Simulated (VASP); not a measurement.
# Be3Te2Se (I-4m2) in VASP: single point with PBE

Aim: the single point of Be3Te2Se with PBE.

All numbers are computed with VASP 6.6.1; they aren't measurements. Logs are shortened: lines on timing, memory, paths and dates and some standing lists are left out, and cuts for length are marked.

## 1. The cell of the first run

Symmetry: I-4m2, No. 119, tetragonal system. The conventional cell has a = 3.898 Å, b = 3.898 Å, c = 16.484 Å, α = 90.00°, β = 90.00°, γ = 90.00°. Be (site symmetry -4m2) has 4 Te at 2.42 Å within 3.2 Å. Within 3.0 Å of Be (site symmetry 2mm) lie 2 Se at 2.30 Å and 2 Te at 2.43 Å. Within 3.2 Å of Te (site symmetry 2mm) lie 4 Be at 2.42 to 2.43 Å. Se (site symmetry -4m2) has 4 Be at 2.30 Å within 3.0 Å.

## 2. Single point, PBE

Input file INCAR:

```
SYSTEM = Be3Te2Se
PREC = Accurate
ENCUT = 520
EDIFF = 1E-7
ISMEAR = 0
SIGMA = 0.02
LREAL = .False.
LASPH = .True.
NELM = 80
ALGO = Normal
ISIF = 2
LWAVE = .False.
LCHARG = .True.
GGA = PE
LELF = .True.
LVHAR = .True.
NBANDS = 21
```

Input file KPOINTS:

```
Automatic mesh
0
Gamma
  10 10 10
  0 0 0
```

Input file POSCAR:

```
Be3Te2Se
1.0
   -1.9491338220      1.9491338220      8.2420013308
    1.9491338220     -1.9491338220      8.2420013308
    1.9491338220      1.9491338220     -8.2420013308
Be Te Se
3 2 1
Direct
    0.7500000000      0.2500000000      0.5000000000
    0.0745996782      0.5745996782      0.5000000000
    0.4254003218      0.9254003218      0.5000000000
    0.6625245130      0.6625245130      0.0000000000
    0.3374754870      0.3374754870      0.0000000000
    0.0000000000      0.0000000000      0.0000000000
```

Potentials or basis: VASP PAW PBE potentials, release 64 (Be, Te, Se).

On the command line:

```sh
$ cat potpaw_PBE.64/Be/POTCAR potpaw_PBE.64/Te/POTCAR potpaw_PBE.64/Se/POTCAR > POTCAR
$ mpirun -np 1 vasp_std > vasp.out
```

OUTCAR:

```text
SYSTEM = Be3Te2Se
   PREC = Accurate
   ENCUT = 520
   EDIFF = 1E-7
   ISMEAR = 0
   LREAL = .False.
   LASPH = .True.
   NELM = 80
   ISIF = 2
   GGA = PE

 ion  position               nearest neighbor table
   1  0.750  0.250  0.500-   5 2.42   4 2.42   5 2.42   4 2.42
   2  0.075  0.575  0.500-   6 2.30   6 2.30   4 2.43   4 2.43
   3  0.425  0.925  0.500-   6 2.30   6 2.30   5 2.43   5 2.43
   4  0.663  0.663  0.000-   1 2.42   1 2.42   2 2.43   2 2.43
   5  0.337  0.337  0.000-   1 2.42   1 2.42   3 2.43   3 2.43
   6  0.000  0.000  0.000-   3 2.30   2 2.30   2 2.30   3 2.30

  LATTYP: Found a body centered tetragonal cell.
 ALAT       =     3.8982676440
 C/A-ratio  =     4.2285456431

  Lattice vectors:

 A1 = (  -1.9491338220,   1.9491338220,   8.2420013308)
 A2 = (   1.9491338220,  -1.9491338220,   8.2420013308)
 A3 = (   1.9491338220,   1.9491338220,  -8.2420013308)

Analysis of symmetry for initial positions (statically):
=====================================================================
 Subroutine PRICEL returns:
 Original cell was already a primitive cell.

 Routine SETGRP: Setting up the symmetry group for a
 body centered tetragonal supercell.

 Subroutine GETGRP returns: Found  8 space group operations
 (whereof  8 operations were pure point group operations)
 out of a pool of 16 trial point group operations.

The static configuration has the point symmetry D_2d.

Analysis of symmetry for dynamics (positions and initial velocities):
=====================================================================
 Subroutine PRICEL returns:
 Original cell was already a primitive cell.

 Routine SETGRP: Setting up the symmetry group for a
 body centered tetragonal supercell.

 Subroutine GETGRP returns: Found  8 space group operations
 (whereof  8 operations were pure point group operations)
 out of a pool of 16 trial point group operations.

The dynamic configuration has the point symmetry D_2d.

 Subroutine INISYM returns: Found  8 space group operations
 (whereof  8 operations are pure point group operations),
 and found     1 'primitive' translations

----------------------------------------------------------------------------------------

                                     Primitive cell

  volume of cell :     125.2495

  direct lattice vectors                    reciprocal lattice vectors
    -1.949133822  1.949133822  8.242001331     0.000000000  0.256524203  0.060664877
     1.949133822 -1.949133822  8.242001331     0.256524203  0.000000000  0.060664877
     1.949133822  1.949133822 -8.242001331     0.256524203  0.256524203  0.000000000

  length of vectors
     8.690732492  8.690732492  8.690732492     0.263599875  0.263599875  0.362780007

  position of ions in fractional coordinates (direct lattice)
     0.750000000  0.250000000  0.500000000
     0.074599678  0.574599678  0.500000000
     0.425400322  0.925400322  0.500000000
     0.662524513  0.662524513  0.000000000
     0.337475487  0.337475487  0.000000000
     0.000000000  0.000000000  0.000000000

  ion indices of the primitive-cell ions
   primitive index   ion index
                 1           1
                 2           2
                 3           3
                 4           4
                 5           5
                 6           6

----------------------------------------------------------------------------------------

 KPOINTS: Automatic mesh

Automatic generation of k-mesh.
 Grid dimensions read from file:
 generate k-points for:   10   10   10

 Generating k-lattice:

  Cartesian coordinates                     Fractional coordinates (reciprocal lattice)
     0.000000000  0.025652420  0.006066488     0.100000000 -0.000000000  0.000000000
     0.025652420  0.000000000  0.006066488    -0.000000000  0.100000000  0.000000000
     0.025652420  0.025652420  0.000000000     0.000000000  0.000000000  0.100000000

  Length of vectors
     0.026359987  0.026359987  0.036278001

  Shift w.r.t. Gamma in fractional coordinates (k-lattice)
     0.000000000  0.000000000  0.000000000

 Subroutine IBZKPT returns following result:
 ===========================================

 Found    102 irreducible k-points:

 Following reciprocal coordinates:
            Coordinates               Weight
  0.000000  0.000000  0.000000      1.000000
  0.100000  0.000000 -0.000000      8.000000
  0.200000  0.000000 -0.000000      8.000000
  0.300000  0.000000 -0.000000      8.000000
  0.400000  0.000000  0.000000      8.000000
  0.500000 -0.000000  0.000000      4.000000
[... 16 lines left out ...]
  0.300000  0.300000 -0.000000      8.000000
  0.400000  0.300000 -0.000000     16.000000
 [... further k-points ...]
   k-points           NKPTS =    102   k-points in BZ     NKDIM =    102   number of bands    NBANDS=     21
   number of dos      NEDOS =    301   number of ions     NIONS =      6
   total plane-waves  NPLWV = 343000
   dimension x,y,z NGX =    70 NGY =   70 NGZ =   70
   dimension x,y,z NGXF=   140 NGYF=  140 NGZF=  140
   ions per type =               3   2   1
   NGX,Y,Z   is equivalent  to a cutoff of  13.39, 13.39, 13.39 a.u.
   NGXF,Y,Z  is equivalent  to a cutoff of  26.78, 26.78, 26.78 a.u.
 SYSTEM =  Be3Te2Se
   PREC   = accura    normal or accurate (medium, high low for compatibility)
   ISTART =      0    job   : 0-new  1-cont  2-samecut
   ICHARG =      2    charge: 1-file 2-atom 10-const
   ISPIN  =      1    spin polarized calculation?
   LNONCOLLINEAR =      F non collinear calculations
   LSORBIT =      F    spin-orbit coupling
   LASPH  =      T    aspherical Exc in radial PAW
   ENCUT  =  520.0 eV  38.22 Ry    6.18 a.u.  16.16 16.16 16.16*2*pi/ulx,y,z
   NELM   =     80;   NELMIN=  2; NELMDL= -5     # of ELM steps
   EDIFF  = 0.1E-06   stopping-criterion for ELM
   LREAL  =      F    real-space projection
   EDIFFG = 0.1E-05   stopping-criterion for IOM
   NSW    =      0    number of steps for IOM
   IBRION =     -1    ionic relax: 0-MD 1-quasi-New 2-CG
   NFREE  =      0    steps in history (QN), initial steepest desc. (CG)
   ISIF   =      2    stress and relaxation
   ISYM   =      2    0-nonsym 1-usesym 2-fastsym
   POTIM  = 0.5000    time-step for ionic-motion
   TEBEG  =    0.0;   TEEND  =   0.0 temperature during run
   PSTRESS=    0.0 pullay stress
   NELECT =      24.0000    total number of electrons
   NUPDOWN=      -1.0000    fix difference up-down
   EMIN   =  10.00;   EMAX   =-10.00  energy-range for DOS
   EFERMI =   0.00;   METHOD = LEGACY
   ISMEAR =     0;   SIGMA  =   0.02  broadening in eV -4-tet -1-fermi 0-gaus
   EFERMI_NEDOS =   21; number of points for ismear=-14 and -15
   IALGO  =     38    algorithm
   IMIX   =      4    mixing-type and parameters
     AMIX     =   0.40;   BMIX     =  1.00
     AMIX_MAG =   1.60;   BMIX_MAG =  1.00
  volume/ion in A,a.u.               =      20.87       140.87
  Fermi-wavevector in a.u.,A,eV,Ry     =   0.943814  1.783551 12.119873  0.890786
  Thomas-Fermi vector in A             =   2.071558
   LORBIT       =      0    0 simple, 1 ext, 2 COOP (PROOUT), +10 PAW based schemes
   GGA     = PE    functional components
   LHFCALC =     F    Hartree Fock is set to
   AEXX    =    0.0000 exact exchange contribution
   IVDW    =     0    specifies the selected vdW correction
   LEPSILON=     F    determine dielectric tensor
   LRPA    =     F    only Hartree local field effects (RPA)
 non-spin polarized calculation
 Gauss-broadening in eV      SIGMA  =   0.02
  energy-cutoff  :      520.00
  volume of cell :      125.25
 maximum number of plane-waves:      3390
 NGX is ok and might be reduce to    70
   NGX = 33   NGY = 33   NGZ = 33

 number of electron      24.0000000 magnetization

 Free energy of the ion-electron system (eV)
  ---------------------------------------------------
  ext. energy  EPLUGINS =         0.00000000
  ---------------------------------------------------
  free energy    TOTEN  =       -23.92174640 eV

  energy without entropy =      -23.92174640  energy(sigma->0) =      -23.92174640

 E-fermi :   4.6441     XC(G=0):  -9.1069

 val. band max:        4.5602223227   @ k =   0.0000   0.0000   0.0000
 cond. band min:       6.5857513094   @ k =   0.5000   0.5000   0.5000
 fundamental gap:      2.0255289867
 Fermi energy:         4.6441133848

 k-point     1 :       0.0000    0.0000    0.0000
  band No.  band energies     occupation
      1      -8.8248      2.00000
      2      -7.0766      2.00000
      3      -6.4834      2.00000
      4       0.3916      2.00000
      5       0.6116      2.00000
      6       1.7514      2.00000
[... 13 lines left out ...]
     20       8.6796      0.00000
     21      12.4793      0.00000

 k-point     2 :       0.1000    0.0000   -0.0000
  band No.  band energies     occupation
      1      -8.7826      2.00000
      2      -7.0406      2.00000
      3      -6.4348      2.00000
      4       0.1819      2.00000
      5       0.5806      2.00000
      6       1.6862      2.00000
[... 13 lines left out ...]
     20       9.3016      0.00000
     21      11.8070      0.00000

 k-point     3 :       0.2000    0.0000   -0.0000
  band No.  band energies     occupation
      1      -8.6672      2.00000
      2      -6.9311      2.00000
      3      -6.3168      2.00000
      4      -0.2190      2.00000
      5       0.2129      2.00000
      6       1.5502      2.00000
[... 13 lines left out ...]
     20      10.3830      0.00000
     21      10.8942      0.00000
[... 457 lines left out ...]
 k-point    23 :       0.3000    0.3000   -0.0000
  band No.  band energies     occupation
      1      -8.2645      2.00000
      2      -6.3560      2.00000
      3      -5.9318      2.00000
      4      -0.1557      2.00000
      5      -0.0712      2.00000
      6       0.5305      2.00000
[... 13 lines left out ...]
     20      11.1575      0.00000
     21      11.3160      0.00000

 k-point    24 :       0.4000    0.3000   -0.0000
  band No.  band energies     occupation
      1      -8.1610      2.00000
      2      -6.1092      2.00000
      3      -5.8826      2.00000
      4      -0.3616      2.00000
      5      -0.2399      2.00000
      6       0.1098      2.00000
[... 13 lines left out ...]
     20      11.2553      0.00000
     21      11.7291      0.00000

 [... further k-points ...]

------------------------ aborting loop because EDIFF is reached ----------------------------------------

  FORCE on cell =-STRESS in cart. coord.  units (eV):
  Direction    XX          YY          ZZ          XY          YZ          ZX
  --------------------------------------------------------------------------------------
  -------------------------------------------------------------------------------------
  Total        0.1075069      0.1075069      0.1097587      0.0000000      0.0000000      0.0000000
  in kB        1.3752166      1.3752166      1.4040210      0.0000000      0.0000000      0.0000000
  external PRESSURE =       1.3848181 kB  Pullay stress =       0.0000000 kB

 VOLUME and BASIS-vectors are now :
 -----------------------------------------------------------------------------
  energy-cutoff  :      520.00
  volume of cell :      125.25
      direct lattice vectors                 reciprocal lattice vectors
    -1.949133822  1.949133822  8.242001331     0.000000000  0.256524203  0.060664877
     1.949133822 -1.949133822  8.242001331     0.256524203  0.000000000  0.060664877
     1.949133822  1.949133822 -8.242001331     0.256524203  0.256524203  0.000000000

 POSITION                                       TOTAL-FORCE (eV/Angst)
 -----------------------------------------------------------------------------------
      0.00000      1.94913      4.12100         0.000000     -0.000000     -0.000000
      1.94913      0.00000      1.22970        -0.000000      0.000000     -0.008068
      1.94913      0.00000      7.01230        -0.000000      0.000000      0.008068
      0.00000      0.00000     10.92106         0.000000     -0.000000      0.009138
      0.00000      0.00000      5.56295         0.000000     -0.000000     -0.009138
      0.00000      0.00000      0.00000         0.000000     -0.000000     -0.000000
 -----------------------------------------------------------------------------------
    total drift:                                0.000000     -0.000000     -0.000000

  FREE ENERGIE OF THE ION-ELECTRON SYSTEM (eV)
  ---------------------------------------------------
  free  energy   TOTEN  =       -23.9217464025 eV

  energy  without entropy=      -23.9217464025  energy(sigma->0) =      -23.92174640
```

Wall time 28 min (1 thread of Intel Xeon Platinum 8259CL at 2.50GHz (Skylake/Cascade Lake), shared host); peak memory 0.81 GiB.

What came out:

```yaml
Free_energy: -23.9217 eV
Pressure: 0.1 GPa
Largest_force: 0.009 eV/Å
Band_gap_on_the_k_mesh: 2.03 eV (least direct gap 2.11 eV)
```

Forces in eV/Å, atoms in the order of the input:
```
Be   0.000  0.000  0.000
Be   0.000  0.000 -0.008
Be   0.000  0.000  0.008
Te   0.000  0.000  0.009
Te   0.000  0.000 -0.009
Se   0.000  0.000  0.000
```

Levels at points of the mesh, in eV from the valence-band top:
```tsv
k point	band 9	band 10	band 11	band 12	band 13	band 14	band 15	band 16
(0.00, 0.00, 0.00)	-1.87	-0.15	0.00	0.00	2.11	2.63	3.58	3.72
(0.50, 0.00, 0.00)	-2.15	-1.20	-0.84	-0.77	3.01	3.94	4.24	4.85
(0.50, 0.50, 0.00)	-3.31	-3.06	-2.68	-2.60	2.08	3.00	3.80	3.95
(0.50, 0.50, 0.50)	-1.26	-1.26	-0.69	-0.69	2.03	2.97	3.18	3.45
```

Caveat: spin-orbit coupling is left out, which moves the levels of the heavy elements. A k mesh can miss the band edges.
